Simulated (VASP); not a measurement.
# BAs (I-4m2) in VASP: further runs

BAs is run at these levels: LDA; tasks: single point.

Everything below comes from runs of VASP 6.6.1. Logs are shortened: lines on timing, memory, paths and dates and some standing lists are left out, and cuts for length are marked.

### Step 1. The cell of the first run

It takes space group I-4m2 (No. 119, tetragonal). The conventional cell has a = 3.378 Å, b = 3.378 Å, c = 4.586 Å, α = 90.00°, β = 90.00°, γ = 90.00°. B (site symmetry -4m2) has 4 As at 2.04 Å within 2.7 Å. As (site symmetry -4m2) has 4 B at 2.04 Å within 2.7 Å.

### Step 2. Single point, LDA (strain +0.000 along x and y, -0.040 along z)

INCAR reads:

```
ALGO     = Normal         # electronic algorithm
EDIFF    = 1E-6           # SCF threshold, eV
ENCUT    = 520            # plane-wave cutoff, eV
GGA      = CA             # functional
ISIF     = 2              # what is computed and relaxed
ISMEAR   = 0              # smearing method
LASPH    = T              # aspherical terms in the spheres
LCHARG   = F              # write CHGCAR
LREAL    = F              # projectors in reciprocal space
LWAVE    = F              # write WAVECAR
NBANDS   = 11             # bands
NELM     = 60             # most SCF steps
PREC     = Accurate       # precision mode
SIGMA    = 0.05           # smearing width, eV
```

KPOINTS reads:

```
k-points
0
Gamma
  10 10 10
```

POSCAR reads:

```
BAs
1.0
    0.0000000000      2.3885000000      2.2929600000
    2.3885000000      0.0000000000      2.2929600000
    2.3885000000      2.3885000000      0.0000000000
B As
1 1
Direct
    0.0000000000      0.0000000000      0.0000000000
    0.7500000000      0.7500000000      0.7500000000
```

Potentials or basis: VASP PAW LDA potentials, release 64 (B, As).

The run is started by

```console
$ cat potpaw_LDA.64/B/POTCAR potpaw_LDA.64/As/POTCAR > POTCAR
$ mpirun -np 1 vasp_std > vasp.out
```

OUTCAR:

```text
EDIFF = 1E-6
   ENCUT = 520
   GGA = CA
   ISIF = 2
   ISMEAR = 0
   LASPH = T
   LREAL = F
   NELM = 60
   PREC = Accurate

 ion  position               nearest neighbor table
   1  0.000  0.000  0.000-   2 2.04   2 2.04   2 2.04   2 2.04
   2  0.750  0.750  0.750-   1 2.04   1 2.04   1 2.04   1 2.04

  LATTYP: Found a body centered tetragonal cell.
 ALAT       =     3.3778490937
 C/A-ratio  =     1.3576450199

  Lattice vectors:

 A1 = (   0.0000000000,  -2.3885000000,  -2.2929600000)
 A2 = (   0.0000000000,   2.3885000000,  -2.2929600000)
 A3 = (   2.3885000000,   0.0000000000,   2.2929600000)

Analysis of symmetry for initial positions (statically):
=====================================================================
 Subroutine PRICEL returns:
 Original cell was already a primitive cell.

 Routine SETGRP: Setting up the symmetry group for a
 body centered tetragonal supercell.

 Subroutine GETGRP returns: Found  8 space group operations
 (whereof  8 operations were pure point group operations)
 out of a pool of 16 trial point group operations.

The static configuration has the point symmetry D_2d.

Analysis of symmetry for dynamics (positions and initial velocities):
=====================================================================
 Subroutine PRICEL returns:
 Original cell was already a primitive cell.

 Routine SETGRP: Setting up the symmetry group for a
 body centered tetragonal supercell.

 Subroutine GETGRP returns: Found  8 space group operations
 (whereof  8 operations were pure point group operations)
 out of a pool of 16 trial point group operations.

The dynamic configuration has the point symmetry D_2d.

 Subroutine INISYM returns: Found  8 space group operations
 (whereof  8 operations are pure point group operations),
 and found     1 'primitive' translations

----------------------------------------------------------------------------------------

                                     Primitive cell

  volume of cell :      26.1624

  direct lattice vectors                    reciprocal lattice vectors
     0.000000000  2.388500000  2.292960000    -0.209336404  0.209336404  0.218058754
     2.388500000  0.000000000  2.292960000     0.209336404 -0.209336404  0.218058754
     2.388500000  2.388500000  0.000000000     0.209336404  0.209336404 -0.218058754

  length of vectors
     3.310981397  3.310981397  3.377849094     0.367686116  0.367686116  0.367686116

  position of ions in fractional coordinates (direct lattice)
     0.000000000  0.000000000  0.000000000
     0.750000000  0.750000000  0.750000000

  ion indices of the primitive-cell ions
   primitive index   ion index
                 1           1
                 2           2

----------------------------------------------------------------------------------------

 KPOINTS: k-points

Automatic generation of k-mesh.
 Grid dimensions read from file:
 generate k-points for:   10   10   10

 Generating k-lattice:

  Cartesian coordinates                     Fractional coordinates (reciprocal lattice)
    -0.020933640  0.020933640  0.021805875     0.100000000  0.000000000  0.000000000
     0.020933640 -0.020933640  0.021805875     0.000000000  0.100000000  0.000000000
     0.020933640  0.020933640 -0.021805875    -0.000000000 -0.000000000  0.100000000

  Length of vectors
     0.036768612  0.036768612  0.036768612

  Shift w.r.t. Gamma in fractional coordinates (k-lattice)
     0.000000000  0.000000000  0.000000000

 Subroutine IBZKPT returns following result:
 ===========================================

 Found    102 irreducible k-points:

 Following reciprocal coordinates:
            Coordinates               Weight
  0.000000  0.000000  0.000000      1.000000
  0.100000 -0.000000  0.000000      8.000000
  0.200000 -0.000000  0.000000      8.000000
  0.300000  0.000000  0.000000      8.000000
  0.400000 -0.000000  0.000000      8.000000
  0.500000  0.000000  0.000000      4.000000
[... 16 lines left out ...]
  0.300000  0.300000  0.000000      2.000000
  0.400000  0.300000  0.000000      8.000000
 [... further k-points ...]
   k-points           NKPTS =    102   k-points in BZ     NKDIM =    102   number of bands    NBANDS=     11
   number of dos      NEDOS =    301   number of ions     NIONS =      2
   total plane-waves  NPLWV =  21952
   dimension x,y,z NGX =    28 NGY =   28 NGZ =   28
   dimension x,y,z NGXF=    56 NGYF=   56 NGZF=   56
   ions per type =               1   1
   NGX,Y,Z   is equivalent  to a cutoff of  14.06, 14.06, 13.78 a.u.
   NGXF,Y,Z  is equivalent  to a cutoff of  28.12, 28.12, 27.56 a.u.
 SYSTEM =  unknown system
   PREC   = accura    normal or accurate (medium, high low for compatibility)
   ISTART =      0    job   : 0-new  1-cont  2-samecut
   ICHARG =      2    charge: 1-file 2-atom 10-const
   ISPIN  =      1    spin polarized calculation?
   LNONCOLLINEAR =      F non collinear calculations
   LSORBIT =      F    spin-orbit coupling
   LASPH  =      T    aspherical Exc in radial PAW
   ENCUT  =  520.0 eV  38.22 Ry    6.18 a.u.   6.16  6.16  6.28*2*pi/ulx,y,z
   NELM   =     60;   NELMIN=  2; NELMDL= -5     # of ELM steps
   EDIFF  = 0.1E-05   stopping-criterion for ELM
   LREAL  =      F    real-space projection
   EDIFFG = 0.1E-04   stopping-criterion for IOM
   NSW    =      0    number of steps for IOM
   IBRION =     -1    ionic relax: 0-MD 1-quasi-New 2-CG
   NFREE  =      0    steps in history (QN), initial steepest desc. (CG)
   ISIF   =      2    stress and relaxation
   ISYM   =      2    0-nonsym 1-usesym 2-fastsym
   POTIM  = 0.5000    time-step for ionic-motion
   TEBEG  =    0.0;   TEEND  =   0.0 temperature during run
   PSTRESS=    0.0 pullay stress
   NELECT =       8.0000    total number of electrons
   NUPDOWN=      -1.0000    fix difference up-down
   EMIN   =  10.00;   EMAX   =-10.00  energy-range for DOS
   EFERMI =   0.00;   METHOD = LEGACY
   ISMEAR =     0;   SIGMA  =   0.05  broadening in eV -4-tet -1-fermi 0-gaus
   EFERMI_NEDOS =   21; number of points for ismear=-14 and -15
   IALGO  =     38    algorithm
   IMIX   =      4    mixing-type and parameters
     AMIX     =   0.40;   BMIX     =  1.00
     AMIX_MAG =   1.60;   BMIX_MAG =  1.00
  volume/ion in A,a.u.               =      13.08        88.28
  Fermi-wavevector in a.u.,A,eV,Ry     =   1.102925  2.084225 16.550708  1.216443
  Thomas-Fermi vector in A             =   2.239375
   LORBIT       =      0    0 simple, 1 ext, 2 COOP (PROOUT), +10 PAW based schemes
   GGA     = CA    functional components
   LHFCALC =     F    Hartree Fock is set to
   AEXX    =    0.0000 exact exchange contribution
   IVDW    =     0    specifies the selected vdW correction
   LEPSILON=     F    determine dielectric tensor
   LRPA    =     F    only Hartree local field effects (RPA)
 non-spin polarized calculation
 Gauss-broadening in eV      SIGMA  =   0.05
  energy-cutoff  :      520.00
  volume of cell :       26.16
 maximum number of plane-waves:       715
 NGX is ok and might be reduce to    28
   NGX = 13   NGY = 13   NGZ = 13

 number of electron       8.0000000 magnetization

 Free energy of the ion-electron system (eV)
  ---------------------------------------------------
  ext. energy  EPLUGINS =         0.00000000
  ---------------------------------------------------
  free energy    TOTEN  =       -12.90326994 eV

  energy without entropy =      -12.90326994  energy(sigma->0) =      -12.90326994

 E-fermi :   7.1407     XC(G=0): -10.9562

 val. band max:        6.8839231894   @ k =   0.0000   0.0000   0.0000
 cond. band min:       7.3510205191   @ k =   0.4000   0.4000   0.0000
 fundamental gap:      0.4670973297
 Fermi energy:         7.1407274213

 k-point     1 :       0.0000    0.0000    0.0000
  band No.  band energies     occupation
      1      -9.1253      2.00000
      2       6.4981      2.00000
      3       6.4981      2.00000
      4       6.8839      2.00000
      5       9.7646      0.00000
      6      10.0287      0.00000
      7      10.0287      0.00000
      8      11.8296      0.00000
      9      16.2022      0.00000
     10      19.2599      0.00000
     11      20.2866      0.00000

 k-point     2 :       0.1000   -0.0000    0.0000
  band No.  band energies     occupation
      1      -8.9553      2.00000
      2       5.1998      2.00000
      3       6.1717      2.00000
      4       6.4664      2.00000
      5      10.0264      0.00000
      6      10.3986      0.00000
      7      10.4260      0.00000
      8      12.6098      0.00000
      9      16.8731      0.00000
     10      18.2274      0.00000
     11      18.9010      0.00000

 k-point     3 :       0.2000   -0.0000    0.0000
  band No.  band energies     occupation
      1      -8.4530      2.00000
      2       2.7889      2.00000
      3       5.5444      2.00000
      4       5.8882      2.00000
      5       9.9466      0.00000
      6      11.0938      0.00000
      7      11.1171      0.00000
      8      14.0896      0.00000
      9      17.6605      0.00000
     10      17.6658      0.00000
     11      18.3636      0.00000

 k-point     4 :       0.3000    0.0000    0.0000
  band No.  band energies     occupation
      1      -7.6537      2.00000
      2       0.4270      2.00000
      3       4.9842      2.00000
      4       5.3965      2.00000
      5       9.7027      0.00000
      6      11.3743      0.00000
      7      11.6249      0.00000
      8      15.1847      0.00000
      9      17.8310      0.00000
     10      18.3603      0.00000
     11      18.6704      0.00000
[... 239 lines left out ...]
 k-point    22 :      -0.2000    0.2000    0.0000
  band No.  band energies     occupation
      1      -7.4212      2.00000
      2       1.1892      2.00000
      3       2.5800      2.00000
      4       5.0328      2.00000
      5      10.3591      0.00000
      6      11.8699      0.00000
      7      12.9889      0.00000
      8      13.8116      0.00000
      9      16.4168      0.00000
     10      19.1680      0.00000
     11      21.0131      0.00000

 k-point    23 :       0.3000    0.3000    0.0000
  band No.  band energies     occupation
      1      -7.0355      2.00000
      2       1.6871      2.00000
      3       3.0840      2.00000
      4       3.0840      2.00000
      5       7.6091      0.00000
      6      10.1728      0.00000
      7      15.2566      0.00000
      8      15.2566      0.00000
      9      18.2082      0.00000
     10      21.5854      0.00000
     11      22.2343      0.00000

 k-point    24 :       0.4000    0.3000    0.0000
  band No.  band energies     occupation
      1      -6.2500      2.00000
      2       0.2962      2.00000
      3       2.3924      2.00000
      4       2.7568      2.00000
      5       7.9034      0.00000
      6       9.7622      0.00000
      7      15.7056      0.00000
      8      15.8260      0.00000
      9      19.1428      0.00000
     10      22.5834      0.00000
     11      23.0041      0.00000

 [... further k-points ...]
[... 5 lines left out ...]
  --------------------------------------------------------------------------------------
  -------------------------------------------------------------------------------------
  Total        0.0233207      0.0233207      1.3632327      0.0000000      0.0000000      0.0000000
  in kB        1.4281559      1.4281559     83.4840682      0.0000000      0.0000000      0.0000000
  external PRESSURE =      28.7801266 kB  Pullay stress =       0.0000000 kB

 VOLUME and BASIS-vectors are now :
 -----------------------------------------------------------------------------
  energy-cutoff  :      520.00
  volume of cell :       26.16
      direct lattice vectors                 reciprocal lattice vectors
     0.000000000  2.388500000  2.292960000    -0.209336404  0.209336404  0.218058754
     2.388500000  0.000000000  2.292960000     0.209336404 -0.209336404  0.218058754
     2.388500000  2.388500000  0.000000000     0.209336404  0.209336404 -0.218058754

 POSITION                                       TOTAL-FORCE (eV/Angst)
 -----------------------------------------------------------------------------------
      0.00000      0.00000      0.00000        -0.000000     -0.000000     -0.000000
      3.58275      3.58275      3.43944         0.000000      0.000000      0.000000
 -----------------------------------------------------------------------------------
    total drift:                                0.000000      0.000000      0.000000

  FREE ENERGIE OF THE ION-ELECTRON SYSTEM (eV)
  ---------------------------------------------------
  free  energy   TOTEN  =       -12.9032699399 eV

  energy  without entropy=      -12.9032699399  energy(sigma->0) =      -12.90326994
```

Run time: 27 s. Hardware: 1 thread of Intel Xeon Platinum 8259CL at 2.50GHz (Skylake/Cascade Lake), shared host; peak memory 0.16 GiB.

Results:

```yaml
Free_energy: -12.9033 eV
Pressure: 2.9 GPa
Band_gap_on_the_k_mesh: 0.47 eV, indirect (least direct gap 2.88 eV)
```

Stress tensor (GPa, compression positive):
```
0.14 0.00 0.00
0.00 0.14 0.00
0.00 0.00 8.35
```

Caveat: the cell differs from its parent crystal (strain +0.000 along x and y, -0.040 along z).

### Step 3. Single point, LDA (strain -0.040 along x and y, +0.040 along z)

INCAR reads:

```
PREC     = Accurate       # precision mode
ENCUT    = 520            # plane-wave cutoff, eV
EDIFF    = 1E-7           # SCF threshold, eV
ISMEAR   = 0              # smearing method
SIGMA    = 0.05           # smearing width, eV
LREAL    = F              # projectors in reciprocal space
LASPH    = T              # aspherical terms in the spheres
NELM     = 80             # most SCF steps
ALGO     = Normal         # electronic algorithm
ISIF     = 2              # what is computed and relaxed
LWAVE    = F              # write WAVECAR
LCHARG   = F              # write CHGCAR
GGA      = CA             # functional
NBANDS   = 11             # bands
```

KPOINTS reads:

```
regular mesh
0
Gamma
  10 10 10
```

POSCAR reads:

```
BAs
1.0
    0.0000000000      2.2929600000      2.4840400000
    2.2929600000      0.0000000000      2.4840400000
    2.2929600000      2.2929600000      0.0000000000
B As
1 1
Direct
    0.0000000000      0.0000000000      0.0000000000
    0.7500000000      0.7500000000      0.7500000000
```

Potentials or basis: VASP PAW LDA potentials, release 64 (B, As).

The run is started by

```console
$ cat potpaw_LDA.64/B/POTCAR potpaw_LDA.64/As/POTCAR > POTCAR
$ mpirun -np 1 vasp_std > vasp.out
```

Wall time 24 s (1 thread of Intel Xeon Platinum 8259CL at 2.50GHz (Skylake/Cascade Lake), shared host); peak memory 0.16 GiB.

It converged, with:

| Property | Result |
| --- | --- |
| Free energy | -12.8401 eV |
| Pressure | 3.1 GPa |
| Band gap on the k mesh | 0.47 eV, indirect (least direct gap 2.89 eV) |

Stress tensor (GPa, compression positive):
```
 9.55  0.00  0.00
 0.00  9.55  0.00
 0.00  0.00 -9.78
```

Levels at points of the mesh, in eV from the valence-band top:
```
           k point  band 1  band 2  band 3  band 4  band 5  band 6  band 7  band 8
(0.00, 0.00, 0.00)  -16.06   -0.87    0.00    0.00    2.89    2.89    3.39    4.86
(0.50, 0.00, 0.00)  -13.03   -9.35   -2.69   -1.65    2.22    4.63    4.88    8.56
(0.50, 0.50, 0.00)  -12.16   -9.39   -3.99   -3.99    1.72    1.74   11.27   11.27
(0.50, 0.00, 0.50)  -11.45   -8.72   -4.85   -4.70    0.68    0.80   10.50   11.70
```

Caveat: the cell differs from its parent crystal (strain -0.040 along x and y, +0.040 along z).

### Step 4. Single point, LDA (strain -0.040 along x and y, +0.080 along z)

INCAR reads:

```
SYSTEM = BAs
PREC = Accurate
ENCUT = 520
EDIFF = 1E-6
ISMEAR = 0
SIGMA = 0.05
LREAL = .False.
LASPH = .True.
NELM = 80
ALGO = Normal
ISIF = 2
LWAVE = .False.
LCHARG = .False.
NBANDS = 11
```

KPOINTS reads:

```
regular mesh
0
Gamma
  10 10 10
  0 0 0
```

POSCAR reads:

```
BAs
1.0
    0.0000000000      2.2929600000      2.5795800000
    2.2929600000      0.0000000000      2.5795800000
    2.2929600000      2.2929600000      0.0000000000
B As
1 1
Direct
    0.0000000000      0.0000000000      0.0000000000
    0.7500000000      0.7500000000      0.7500000000
```

The run is started by

```console
$ cat potpaw_LDA.64/B/POTCAR potpaw_LDA.64/As/POTCAR > POTCAR
$ mpirun -np 1 vasp_std > vasp.out
```

Run time: 23 s. Hardware: 1 thread of Intel Xeon Platinum 8259CL at 2.50GHz (Skylake/Cascade Lake), shared host; peak memory 0.15 GiB.

The run converged. Its results:

```
Free energy            : -12.7412 eV
Pressure               : -2.5 GPa
Band gap on the k mesh : 0.23 eV, indirect (least direct gap 2.66 eV)
```

Stress tensor (GPa, compression positive):
```
  7.12   0.00   0.00
  0.00   7.12   0.00
  0.00   0.00 -21.60
```

Levels at points of the mesh, in eV from the valence-band top:
```tsv
k point	band 1	band 2	band 3	band 4	band 5	band 6	band 7	band 8
(0.00, 0.00, 0.00)	-15.85	-1.30	0.00	0.00	2.66	2.66	3.39	4.09
(0.50, 0.00, 0.00)	-12.95	-9.20	-2.99	-1.48	1.54	4.64	4.82	8.40
(0.50, 0.50, 0.00)	-12.33	-9.48	-3.73	-3.73	1.91	1.95	10.66	10.66
(0.50, 0.00, 0.50)	-11.34	-8.54	-4.94	-4.72	0.44	0.59	9.58	11.06
```

Caveat: the cell differs from its parent crystal (strain -0.040 along x and y, +0.080 along z). A k mesh can miss the band edges.

### Step 5. Single point, LDA (strain +0.040 along x and y, -0.080 along z)

INCAR reads:

```
ALGO = Normal
EDIFF = 1E-6
ENCUT = 520
ISIF = 2
ISMEAR = 0
LASPH = True
LCHARG = False
LREAL = False
LWAVE = False
NBANDS = 11
NELM = 80
PREC = Accurate
SIGMA = 0.05
```

KPOINTS reads:

```
k-points
0
Gamma
  10 10 10
```

POSCAR reads:

```
BAs
1.0
    0.0000000000      2.4840400000      2.1974200000
    2.4840400000      0.0000000000      2.1974200000
    2.4840400000      2.4840400000      0.0000000000
B As
1 1
Direct
    0.0000000000      0.0000000000      0.0000000000
    0.7500000000      0.7500000000      0.7500000000
```

The run is started by

```console
$ cat potpaw_LDA.64/B/POTCAR potpaw_LDA.64/As/POTCAR > POTCAR
$ mpirun -np 1 vasp_std > vasp.out
```

Wall time 28 s (1 thread of Intel Xeon Platinum 8259CL at 2.50GHz (Skylake/Cascade Lake), shared host); peak memory 0.16 GiB.

It converged, with:

```
Free energy            : -12.7698 eV
Pressure               : -2.7 GPa
Band gap on the k mesh : zero (band 4 reaches 6.91 eV, above the bottom of band 5 at 6.31 eV)
```

Stress tensor (GPa, compression positive):
```
-9.47  0.00  0.00
 0.00 -9.47  0.00
 0.00  0.00 10.92
```

Levels at points of the mesh, in eV from the Fermi level:
| k point | band 1 | band 2 | band 3 | band 4 | band 5 | band 6 | band 7 | band 8 | band 9 |
| --- | --- | --- | --- | --- | --- | --- | --- | --- | --- |
| (0.00, 0.00, 0.00) | -15.62 | -0.56 | -0.56 | 0.48 | 2.61 | 3.41 | 3.41 | 4.41 | 9.26 |
| (0.50, 0.00, 0.00) | -12.72 | -8.97 | -2.68 | -1.39 | 1.93 | 4.04 | 5.63 | 8.71 | 11.88 |
| (0.50, 0.50, 0.00) | -10.81 | -7.94 | -5.02 | -5.02 | 0.19 | 0.31 | 11.06 | 11.06 | 13.08 |
| (0.50, 0.00, 0.50) | -11.77 | -8.98 | -3.93 | -3.75 | 1.69 | 1.76 | 9.83 | 11.12 | 11.66 |

Caveat: the cell differs from its parent crystal (strain +0.040 along x and y, -0.080 along z).

### Step 6. Summary

```tsv
cell	gap on the mesh (eV)	pressure (GPa)
a = 3.311, b = 3.311, c = 3.378 Å, angles 59.3, 59.3, 61.3°, 2 atoms	0.47	2.9
a = 3.381, b = 3.381, c = 3.243 Å, angles 61.3, 61.3, 57.3°, 2 atoms	0.47	3.1
a = 3.451, b = 3.451, c = 3.243 Å, angles 62.0, 62.0, 56.0°, 2 atoms	0.23	-2.5
a = 3.316, b = 3.316, c = 3.513 Å, angles 58.0, 58.0, 64.0°, 2 atoms	none	-2.7
```

Alike in all rows: task single point; level LDA; potentials or basis VASP PAW LDA potentials, release 64 (B, As); no spin polarisation; k mesh 10 × 10 × 10; cutoff (eV) 520; smearing gaussian 0.05 eV.

Total energies depend on the potentials used, so only differences within one code and one set of settings carry meaning.
